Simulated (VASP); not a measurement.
# CsI (Pm-3m) in VASP: settings compared

The runs below take CsI through single point, with PBEsol, LDA, PBE.

All numbers are computed with VASP 6.6.1; they aren't measurements. Logs are shortened: lines on timing, memory, paths and dates and some standing lists are left out, and cuts for length are marked.

## Step 1: The cell of the first run

It takes space group Pm-3m (No. 221, cubic). Conventional cell: a = 4.665 Å, b = 4.665 Å, c = 4.665 Å, α = 90.00°, β = 90.00°, γ = 90.00°. Cs (site symmetry m-3m) has 8 I at 4.04 Å and 6 Cs at 4.67 Å within 5.3 Å. I (site symmetry m-3m) has 8 Cs at 4.04 Å and 6 I at 4.67 Å within 5.3 Å.

## Step 2: Single point, PBEsol

INCAR

```
SYSTEM = CsI
ALGO = Normal ; EDIFF = 1E-6
ENCUT = 500 ; GGA = PS
GGA_COMPAT = .False. ; ISIF = 2
ISMEAR = 0 ; LASPH = .True.
LCHARG = .False. ; LREAL = .False.
LWAVE = .False. ; NBANDS = 15
NELM = 120 ; PREC = Accurate
SIGMA = 0.05
```

KPOINTS

```
k-points
0
Gamma
  8 8 8
  0 0 0
```

POSCAR

```
CsI
1.0
    4.6654671083      0.0000000000      0.0000000000
    0.0000000000      4.6654671083      0.0000000000
    0.0000000000      0.0000000000      4.6654671083
Cs I
1 1
Direct
    0.0000000000      0.0000000000      0.0000000000
    0.5000000000      0.5000000000      0.5000000000
```

Potentials or basis: VASP PAW PBE potentials, release 64 (Cs_sv, I).

Run with:

```bash
$ cat potpaw_PBE.64/Cs_sv/POTCAR potpaw_PBE.64/I/POTCAR > POTCAR
$ mpirun -np 1 vasp_std > vasp.out
```

OUTCAR:

```text
SYSTEM = CsI
   EDIFF = 1E-6
   ENCUT = 500
   GGA = PS
   ISIF = 2
   ISMEAR = 0
   LASPH = .True.
   LREAL = .False.
   NELM = 120
   PREC = Accurate

 ion  position               nearest neighbor table
   1  0.000  0.000  0.000-
   2  0.500  0.500  0.500-

  LATTYP: Found a simple cubic cell.
 ALAT       =     4.6654671083

  Lattice vectors:

 A1 = (   4.6654671083,   0.0000000000,   0.0000000000)
 A2 = (   0.0000000000,   4.6654671083,   0.0000000000)
 A3 = (   0.0000000000,   0.0000000000,   4.6654671083)

Analysis of symmetry for initial positions (statically):
=====================================================================
 Subroutine PRICEL returns:
 Original cell was already a primitive cell.

 Routine SETGRP: Setting up the symmetry group for a
 simple cubic supercell.

 Subroutine GETGRP returns: Found 48 space group operations
 (whereof 48 operations were pure point group operations)
 out of a pool of 48 trial point group operations.

The static configuration has the point symmetry O_h .

Analysis of symmetry for dynamics (positions and initial velocities):
=====================================================================
 Subroutine PRICEL returns:
 Original cell was already a primitive cell.

 Routine SETGRP: Setting up the symmetry group for a
 simple cubic supercell.

 Subroutine GETGRP returns: Found 48 space group operations
 (whereof 48 operations were pure point group operations)
 out of a pool of 48 trial point group operations.

The dynamic configuration has the point symmetry O_h .

 Subroutine INISYM returns: Found 48 space group operations
 (whereof 48 operations are pure point group operations),
 and found     1 'primitive' translations

----------------------------------------------------------------------------------------

                                     Primitive cell

  volume of cell :     101.5513

  direct lattice vectors                    reciprocal lattice vectors
     4.665467108  0.000000000  0.000000000     0.214340810  0.000000000  0.000000000
     0.000000000  4.665467108  0.000000000     0.000000000  0.214340810  0.000000000
     0.000000000  0.000000000  4.665467108     0.000000000  0.000000000  0.214340810

  length of vectors
     4.665467108  4.665467108  4.665467108     0.214340810  0.214340810  0.214340810

  position of ions in fractional coordinates (direct lattice)
     0.000000000  0.000000000  0.000000000
     0.500000000  0.500000000  0.500000000

  ion indices of the primitive-cell ions
   primitive index   ion index
                 1           1
                 2           2

----------------------------------------------------------------------------------------

 KPOINTS: k-points

Automatic generation of k-mesh.
 Grid dimensions read from file:
 generate k-points for:    8    8    8

 Generating k-lattice:

  Cartesian coordinates                     Fractional coordinates (reciprocal lattice)
     0.026792601  0.000000000  0.000000000     0.125000000  0.000000000  0.000000000
     0.000000000  0.026792601  0.000000000     0.000000000  0.125000000  0.000000000
     0.000000000  0.000000000  0.026792601     0.000000000  0.000000000  0.125000000

  Length of vectors
     0.026792601  0.026792601  0.026792601

  Shift w.r.t. Gamma in fractional coordinates (k-lattice)
     0.000000000  0.000000000  0.000000000

 Subroutine IBZKPT returns following result:
 ===========================================

 Found     35 irreducible k-points:

 Following reciprocal coordinates:
            Coordinates               Weight
  0.000000  0.000000  0.000000      1.000000
  0.125000  0.000000  0.000000      6.000000
  0.250000  0.000000  0.000000      6.000000
  0.375000  0.000000  0.000000      6.000000
  0.500000  0.000000  0.000000      3.000000
  0.125000  0.125000  0.000000     12.000000
[... 16 lines left out ...]
  0.375000  0.375000  0.125000     24.000000
  0.500000  0.375000  0.125000     24.000000
 [... further k-points ...]
   k-points           NKPTS =     35   k-points in BZ     NKDIM =     35   number of bands    NBANDS=     15
   number of dos      NEDOS =    301   number of ions     NIONS =      2
   total plane-waves  NPLWV =  46656
   dimension x,y,z NGX =    36 NGY =   36 NGZ =   36
   dimension x,y,z NGXF=    72 NGYF=   72 NGZF=   72
   ions per type =               1   1
   NGX,Y,Z   is equivalent  to a cutoff of  12.83, 12.83, 12.83 a.u.
   NGXF,Y,Z  is equivalent  to a cutoff of  25.66, 25.66, 25.66 a.u.
 SYSTEM =  CsI
   PREC   = accura    normal or accurate (medium, high low for compatibility)
   ISTART =      0    job   : 0-new  1-cont  2-samecut
   ICHARG =      2    charge: 1-file 2-atom 10-const
   ISPIN  =      1    spin polarized calculation?
   LNONCOLLINEAR =      F non collinear calculations
   LSORBIT =      F    spin-orbit coupling
   LASPH  =      T    aspherical Exc in radial PAW
   ENCUT  =  500.0 eV  36.75 Ry    6.06 a.u.   8.51  8.51  8.51*2*pi/ulx,y,z
   NELM   =    120;   NELMIN=  2; NELMDL= -5     # of ELM steps
   EDIFF  = 0.1E-05   stopping-criterion for ELM
   LREAL  =      F    real-space projection
   EDIFFG = 0.1E-04   stopping-criterion for IOM
   NSW    =      0    number of steps for IOM
   IBRION =     -1    ionic relax: 0-MD 1-quasi-New 2-CG
   NFREE  =      0    steps in history (QN), initial steepest desc. (CG)
   ISIF   =      2    stress and relaxation
   ISYM   =      2    0-nonsym 1-usesym 2-fastsym
   POTIM  = 0.5000    time-step for ionic-motion
   TEBEG  =    0.0;   TEEND  =   0.0 temperature during run
   PSTRESS=    0.0 pullay stress
   NELECT =      16.0000    total number of electrons
   NUPDOWN=      -1.0000    fix difference up-down
   EMIN   =  10.00;   EMAX   =-10.00  energy-range for DOS
   EFERMI =   0.00;   METHOD = LEGACY
   ISMEAR =     0;   SIGMA  =   0.05  broadening in eV -4-tet -1-fermi 0-gaus
   EFERMI_NEDOS =   21; number of points for ismear=-14 and -15
   IALGO  =     38    algorithm
   IMIX   =      4    mixing-type and parameters
     AMIX     =   0.40;   BMIX     =  1.00
     AMIX_MAG =   1.60;   BMIX_MAG =  1.00
  volume/ion in A,a.u.               =      50.78       342.65
  Fermi-wavevector in a.u.,A,eV,Ry     =   0.884205  1.670905 10.637289  0.781819
  Thomas-Fermi vector in A             =   2.005074
   LORBIT       =      0    0 simple, 1 ext, 2 COOP (PROOUT), +10 PAW based schemes
   GGA     = PS    functional components
   LHFCALC =     F    Hartree Fock is set to
   AEXX    =    0.0000 exact exchange contribution
   IVDW    =     0    specifies the selected vdW correction
   LEPSILON=     F    determine dielectric tensor
   LRPA    =     F    only Hartree local field effects (RPA)
 non-spin polarized calculation
 Gauss-broadening in eV      SIGMA  =   0.05
  energy-cutoff  :      500.00
  volume of cell :      101.55
 maximum number of plane-waves:      2612
 NGX is ok and might be reduce to    36
   NGX = 17   NGY = 17   NGZ = 17

 number of electron      15.9999999 magnetization

 Free energy of the ion-electron system (eV)
  ---------------------------------------------------
  ext. energy  EPLUGINS =         0.00000000
  ---------------------------------------------------
  free energy    TOTEN  =        -5.74245407 eV

  energy without entropy =       -5.74245407  energy(sigma->0) =       -5.74245407

 E-fermi :   0.5450     XC(G=0):  -7.6744

 val. band max:        0.3353319484   @ k =   0.5000   0.5000   0.0000
 cond. band min:       3.8520447588   @ k =   0.0000   0.0000   0.0000
 fundamental gap:      3.5167128104
 Fermi energy:         0.5449965186

 k-point     1 :       0.0000    0.0000    0.0000
  band No.  band energies     occupation
      1     -20.1102      2.00000
      2     -10.2646      2.00000
      3      -6.7997      2.00000
      4      -6.7997      2.00000
      5      -6.7997      2.00000
      6       0.2368      2.00000
      7       0.2368      2.00000
      8       0.2368      2.00000
      9       3.8520      0.00000
     10       4.5125      0.00000
     11       4.5125      0.00000
     12       7.9424      0.00000
     13       7.9424      0.00000
     14       7.9424      0.00000
     15      10.3008      0.00000

 k-point     2 :       0.1250    0.0000    0.0000
  band No.  band energies     occupation
      1     -20.1075      2.00000
      2     -10.2641      2.00000
      3      -6.8224      2.00000
      4      -6.7924      2.00000
      5      -6.7924      2.00000
      6      -0.0301      2.00000
      7       0.2203      2.00000
      8       0.2203      2.00000
      9       4.1915      0.00000
     10       4.6024      0.00000
     11       4.8245      0.00000
     12       7.8844      0.00000
     13       7.8844      0.00000
     14       8.0095      0.00000
     15       9.5446      0.00000

 k-point     3 :       0.2500    0.0000    0.0000
  band No.  band energies     occupation
      1     -20.1009      2.00000
      2     -10.2636      2.00000
      3      -6.8731      2.00000
      4      -6.7746      2.00000
      5      -6.7746      2.00000
      6      -0.5457      2.00000
      7       0.1795      2.00000
      8       0.1795      2.00000
      9       4.8617      0.00000
     10       4.9519      0.00000
     11       5.6247      0.00000
     12       7.8233      0.00000
     13       7.8233      0.00000
     14       8.1932      0.00000
     15       8.4303      0.00000

 k-point     4 :       0.3750    0.0000    0.0000
  band No.  band energies     occupation
      1     -20.0943      2.00000
      2     -10.2643      2.00000
      3      -6.9181      2.00000
      4      -6.7566      2.00000
      5      -6.7566      2.00000
      6      -0.9601      2.00000
      7       0.1373      2.00000
      8       0.1373      2.00000
      9       5.2357      0.00000
     10       5.8450      0.00000
     11       6.4495      0.00000
     12       7.5023      0.00000
     13       7.8933      0.00000
     14       7.8933      0.00000
     15       8.4232      0.00000
[... 307 lines left out ...]
 k-point    22 :       0.5000    0.2500    0.1250
  band No.  band energies     occupation
      1     -20.0807      2.00000
      2     -10.1782      2.00000
      3      -7.0210      2.00000
      4      -6.9251      2.00000
      5      -6.7826      2.00000
      6      -0.7833      2.00000
      7      -0.2692      2.00000
      8       0.0996      2.00000
      9       5.3613      0.00000
     10       5.8265      0.00000
     11       6.3630      0.00000
     12       7.0702      0.00000
     13       7.6160      0.00000
     14       8.1859      0.00000
     15       9.2829      0.00000

 k-point    23 :       0.3750    0.3750    0.1250
  band No.  band energies     occupation
      1     -20.0772      2.00000
      2     -10.1466      2.00000
      3      -7.0486      2.00000
      4      -7.0035      2.00000
      5      -6.7743      2.00000
      6      -0.5863      2.00000
      7      -0.4605      2.00000
      8       0.0922      2.00000
      9       5.0570      0.00000
     10       5.6766      0.00000
     11       6.5190      0.00000
     12       6.7550      0.00000
     13       7.9367      0.00000
     14       8.2048      0.00000
     15       9.5964      0.00000

 k-point    24 :       0.5000    0.3750    0.1250
  band No.  band energies     occupation
      1     -20.0747      2.00000
      2     -10.1286      2.00000
      3      -7.0695      2.00000
      4      -7.0434      2.00000
      5      -6.7685      2.00000
      6      -0.6146      2.00000
      7      -0.4691      2.00000
      8       0.1082      2.00000
      9       4.9140      0.00000
     10       5.5924      0.00000
     11       6.4883      0.00000
     12       6.6182      0.00000
     13       8.2025      0.00000
     14       9.0081      0.00000
     15       9.5619      0.00000

 [... further k-points ...]
[... 5 lines left out ...]
  --------------------------------------------------------------------------------------
  -------------------------------------------------------------------------------------
  Total       -0.6213855     -0.6213855     -0.6213855      0.0000000      0.0000000      0.0000000
  in kB       -9.8036161     -9.8036161     -9.8036161      0.0000000      0.0000000      0.0000000
  external PRESSURE =      -9.8036161 kB  Pullay stress =       0.0000000 kB

 VOLUME and BASIS-vectors are now :
 -----------------------------------------------------------------------------
  energy-cutoff  :      500.00
  volume of cell :      101.55
      direct lattice vectors                 reciprocal lattice vectors
     4.665467108  0.000000000  0.000000000     0.214340810  0.000000000  0.000000000
     0.000000000  4.665467108  0.000000000     0.000000000  0.214340810  0.000000000
     0.000000000  0.000000000  4.665467108     0.000000000  0.000000000  0.214340810

 POSITION                                       TOTAL-FORCE (eV/Angst)
 -----------------------------------------------------------------------------------
      0.00000      0.00000      0.00000         0.000000      0.000000      0.000000
      2.33273      2.33273      2.33273         0.000000      0.000000      0.000000
 -----------------------------------------------------------------------------------
    total drift:                                0.000000      0.000000      0.000000

  FREE ENERGIE OF THE ION-ELECTRON SYSTEM (eV)
  ---------------------------------------------------
  free  energy   TOTEN  =        -5.7424540688 eV

  energy  without entropy=       -5.7424540688  energy(sigma->0) =       -5.74245407
```

Wall time 56 s (1 thread of Intel Xeon 8259CL, shared host); peak memory 0.23 GiB.

Results:

- Free energy: -5.7425 eV
- Pressure: -1.0 GPa
- Band gap on the k mesh: 3.52 eV (least direct gap 3.62 eV)

Caveat: the PAW data sets were made with another functional, which shifts forces and pressure a little; spin-orbit coupling is left out, which moves the levels of the heavy elements. A k mesh can miss the band edges.

(Continued in part 2 of 2.)
